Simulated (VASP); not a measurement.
Input of a VASP 6.6.1 run:

Contents of INCAR:

```
PREC = Accurate ; ENCUT = 520
EDIFF = 1E-6 ; ISMEAR = 0
SIGMA = 0.05 ; LREAL = False
LASPH = True ; NELM = 80
ALGO = Normal ; ISIF = 2
LWAVE = False ; LCHARG = True
LDIPOL = True ; IDIPOL = 3
DIPOL = 0.5 0.5 0.500 ; GGA = PE
IVDW = 12 ; LELF = True
LVHAR = True ; LVACPOTAV = True
NBANDS = 11
```

The input KPOINTS:

```
Automatic mesh
0
Gamma
  48 48 1
```

The input POSCAR:

```
C
1.0
    2.4658098633      0.0000000000      0.0000000000
   -1.2329049317      2.1352770044      0.0000000000
    0.0000000000      0.0000000000     20.0000000000
C
2
Direct
    0.0833459396      0.1666918792      0.5000000000
    0.4166540604      0.8333081208      0.5000000000
```

Potentials or basis: VASP PAW PBE potentials, release 64 (C).

Run with:

```console
$ cat potpaw_PBE.64/C/POTCAR > POTCAR
$ mpirun -np 1 vasp_std > vasp.out
```

(1) Predict the dispersion energy per atom.

(2) Estimate the largest force.

## Answers

(1) -0.089 eV.

(2) 0.006 eV/Å.
